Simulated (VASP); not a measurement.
A run of VASP 6.6.1 is set up as follows.

POSCAR

```
BaTiO3
1.0
    4.0751040589      0.0000000000      0.0000000000
    0.0000000000      5.7984197413      0.0000000000
    0.0000000000      0.0000000000      5.6547836309
Ba Ti O
2 2 6
Direct
    0.0000000000      0.5000000000      0.5025068459
    0.0000000000      0.0000000000      0.0025068459
    0.5000000000      0.5000000000      0.0139222976
    0.5000000000      0.0000000000      0.5139222976
    0.5000000000      0.7442658170      0.2360345677
    0.5000000000      0.2557341830      0.2360345677
    0.0000000000      0.5000000000      0.9914017212
    0.5000000000      0.2442658170      0.7360345677
    0.5000000000      0.7557341830      0.7360345677
    0.0000000000      0.0000000000      0.4914017212
```

INCAR.step1

```
PREC = Accurate ; ENCUT = 520
ISMEAR = 0 ; SIGMA = 0.02
LREAL = False ; LASPH = True
NELM = 150 ; LMAXMIX = 4
LDAU = True ; LDAUTYPE = 2
LDAUL = -1 2 -1 ; LDAUU = 0 4 0
LDAUJ = 0 0 0 ; NBANDS = 51
GGA = PE ; ALGO = Normal
EDIFF = 1E-4 ; LWAVE = True
LCHARG = False
```

INCAR.step2

```
PREC = Accurate ; ENCUT = 520
EDIFF = 1E-6 ; ISMEAR = 0
SIGMA = 0.02 ; LREAL = False
LASPH = True ; NELM = 150
ALGO = Normal ; ISIF = 2
LWAVE = False ; LCHARG = False
LMAXMIX = 4 ; LDAU = True
LDAUTYPE = 2 ; LDAUL = -1 2 -1
LDAUU = 0 4 0 ; LDAUJ = 0 0 0
LDAUPRINT = 1 ; METAGGA = R2SCAN
LMIXTAU = True ; NBANDS = 51
ISTART = 1
```

KPOINTS

```
Automatic mesh
0
Gamma
  6 4 4
```

Potentials or basis: VASP PAW PBE potentials, release 64 (Ba_sv, Ti_sv, O).

Command:

```sh
$ cat potpaw_PBE.64/Ba_sv/POTCAR potpaw_PBE.64/Ti_sv/POTCAR potpaw_PBE.64/O/POTCAR > POTCAR
$ cp INCAR.step1 INCAR
$ mpirun -np 1 vasp_std > vasp.out
$ cp INCAR.step2 INCAR
$ mpirun -np 1 vasp_std > vasp.out
```

Estimate the pressure.

-0.8 GPa.

Predict the largest force.

0.649 eV/Å.

Estimate the band gap on the k mesh.

2.83 eV.

Forces in eV/Å, atoms in the order of the input:
```
Ba   0.000  0.000 -0.025
Ba   0.000  0.000 -0.025
Ti   0.000  0.000 -0.649
Ti   0.000  0.000 -0.649
O    0.000  0.341  0.331
O    0.000 -0.341  0.331
O    0.000  0.000  0.010
O    0.000  0.341  0.331
O    0.000 -0.341  0.331
O    0.000  0.000  0.010
```

Caveat: the cell differs from its parent crystal (biaxial strain in the a-b plane: +2.0 %, then relaxed in part); the stress differs along the axes, from -3 to 4 GPa; the PAW data sets were made with another functional, which shifts forces and pressure a little; spin-orbit coupling is left out, which moves the levels of the heavy elements. A k mesh can miss the band edges.
